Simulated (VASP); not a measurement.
BN, 4 atoms in the cell. Symmetry: P6_3/mmc, No. 194, hexagonal system. The conventional cell has a = 2.497 Å, b = 2.497 Å, c = 6.135 Å, α = 90.00°, β = 90.00°, γ = 120.00°. B (site symmetry -6m2) has 3 N at 1.44 Å within 1.9 Å. N (site symmetry -6m2) has 3 B at 1.44 Å within 1.9 Å. 

* Program: VASP 6.6.1
* Task: single point
* Functional: PBEsol
* Potentials or basis: VASP PAW PBE potentials, release 64 (B, N)
* Cutoff: 520 eV
* k mesh: 12 × 12 × 4
* Occupations: gaussian, width 0.02 eV
* Spin: no spin polarisation
* Dipole correction: no
* Further INCAR settings: ALGO = Normal; EDIFF = 1e-06; NBANDS = 16

Potentials or basis: VASP PAW PBE potentials, release 64 (B, N).

The run is started by

```bash
$ cat potpaw_PBE.64/B/POTCAR potpaw_PBE.64/N/POTCAR > POTCAR
$ mpirun -np 1 vasp_std > vasp.out
```

Hardware: 1 thread of Intel(R) Xeon(R) 6975P-C (Granite Rapids) (shared host).

Question: Estimate the wall time of this run.

Answer: Wall time 13 s on 1 thread of Intel(R) Xeon(R) 6975P-C (Granite Rapids) (shared host), peak memory 0.15 GiB. Counts: scf iterations 13, k points 57.
